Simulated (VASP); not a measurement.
Wanted: the native input for a VASP 6.6.1 run.

```
Task                   : single point
Functional             : LDA
Potentials or basis    : VASP PAW LDA potentials, release 64 (P)
Cutoff                 : 520 eV
k mesh                 : 18 × 18 × 5
Occupations            : fermi-dirac, width 0.1 eV
Spin                   : no spin polarisation
Dipole correction      : no
Further INCAR settings : ALGO = Normal; EDIFF = 1e-07; NBANDS = 18
```

The structure of P lies in POSCAR:

```
P
1.0
    2.5267666970      0.0000000000      0.0000000000
   -1.2633833485      2.1882441491      0.0000000000
    0.0000000000      0.0000000000      9.3222042293
P
4
Direct
    0.0000000000      1.0000000000      1.0000000000
    0.0000000000      1.0000000000      0.5000000000
    0.3333333333      0.6666666667      0.2500000000
    0.6666666667      0.3333333333      0.7500000000
```

This isn't the form of P at room conditions, which is orthorhombic.

These files were run (other wordings do the same):

INCAR

```
SYSTEM = P
  PREC = Accurate
  ENCUT = 520
  EDIFF = 1E-7
  ISMEAR = -1
  SIGMA = 0.1
  LREAL = .False.
  LASPH = .True.
  NELM = 100
  ALGO = Normal
  ISIF = 2
  LWAVE = .False.
  LCHARG = .False.
  GGA = CA
  NBANDS = 18
```

KPOINTS

```
regular mesh
0
Gamma
  18 18 5
  0 0 0
```

Potentials or basis: VASP PAW LDA potentials, release 64 (P).

Command:

```bash
$ cat potpaw_LDA.64/P/POTCAR > POTCAR
$ mpirun -np 1 vasp_std > vasp.out
```

Results of the run:

| Item | Value |
| --- | --- |
| Pressure | 9.8 GPa |
| Band gap on the k mesh | zero (bands 10 and 11 overlap by 11.62 eV) |

Caveat: the cell stands under pressure.

It took 30 s on 1 thread of Intel(R) Xeon(R) 6975P-C (Granite Rapids), with other jobs on the host, peak memory 0.19 GiB.
